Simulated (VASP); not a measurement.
A run of VASP 6.6.1 is set up as follows.

File INCAR:

```
  PREC = Accurate
  ENCUT = 520
  EDIFF = 1E-6
  ISMEAR = 0
  SIGMA = 0.1
  LREAL = False
  LASPH = True
  NELM = 60
  ALGO = Fast
  ISIF = 2
  LWAVE = False
  LCHARG = True
  GGA = PE
  LELF = True
  LVHAR = True
  NBANDS = 14
```

KPOINTS

```
Automatic mesh
0
Gamma
  18 18 18
```

File POSCAR:

```
Li
1.0
   -2.1595508616      2.1595508616      4.3325761776
    2.1595508616     -2.1595508616      4.3325761776
    2.1595508616      2.1595508616     -4.3325761776
Li
4
Direct
    0.7500553757      0.7500553757      0.0000000000
    0.5000553757      0.0000553757      0.5000000000
    0.2499446243      0.2499446243      0.0000000000
    0.9999446243      0.4999446243      0.5000000000
```

Potentials or basis: VASP PAW PBE potentials, release 64 (Li_sv).

Command:

```bash
$ cat potpaw_PBE.64/Li_sv/POTCAR > POTCAR
$ mpirun -np 1 vasp_std > vasp.out
```

Question: What does it give for the band gap on the k mesh?

Answer: Zero (bands 6 and 7 overlap by 2.92 eV).
